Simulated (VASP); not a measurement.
**BaS: single point with PBE**

Crystal: BaS.

```
Ba S
1.0
     0.00000    3.21180    3.21180
     3.21180    0.00000    3.21180
     3.21180    3.21180    0.00000
Ba S
1 1
Direct
  0.00000 0.00000 0.00000
  0.50000 0.50000 0.50000
```

```
Program                : VASP 6.6.1
Task                   : single point
Functional             : PBE
Potentials or basis    : VASP PAW PBE potentials, release 64 (Ba_sv, S)
Cutoff                 : 520 eV
k mesh                 : 4 × 4 × 4
Occupations            : gaussian, width 0.01 eV
Spin                   : no spin polarisation
Dipole correction      : no
Further INCAR settings : ALGO = Normal; EDIFF = 1e-06; NBANDS = 15
```

| Item | Value |
| --- | --- |
| Pressure | 0.7 GPa |
| Band gap on the k mesh | 2.13 eV, indirect (least direct gap 2.28 eV) |

Levels at points of the mesh, in eV from the valence-band top:
| k point | band 4 | band 5 | band 6 | band 7 | band 8 | band 9 | band 10 | band 11 | band 12 | band 13 |
| --- | --- | --- | --- | --- | --- | --- | --- | --- | --- | --- |
| (0.00, 0.00, 0.00) | -11.19 | -10.33 | 0.00 | 0.00 | 0.00 | 3.51 | 3.86 | 3.86 | 3.86 | 4.77 |
| (0.50, 0.00, 0.00) | -11.23 | -9.17 | -1.90 | -1.06 | -1.06 | 5.48 | 5.64 | 6.24 | 6.24 | 8.80 |
| (0.50, 0.50, 0.00) | -11.37 | -10.24 | -0.54 | -0.15 | -0.15 | 2.13 | 5.88 | 5.92 | 7.40 | 7.40 |

It took 5.4 s on 1 thread of Intel(R) Xeon(R) 6975P-C (Granite Rapids), with other jobs on the host, peak memory 0.19 GiB.

Caveat: the k points lie up to 0.42 Å⁻¹ apart; spin-orbit coupling is left out, which moves the levels of the heavy elements. Expect the measured gap to be larger: semilocal functionals such as PBE lack the derivative discontinuity.
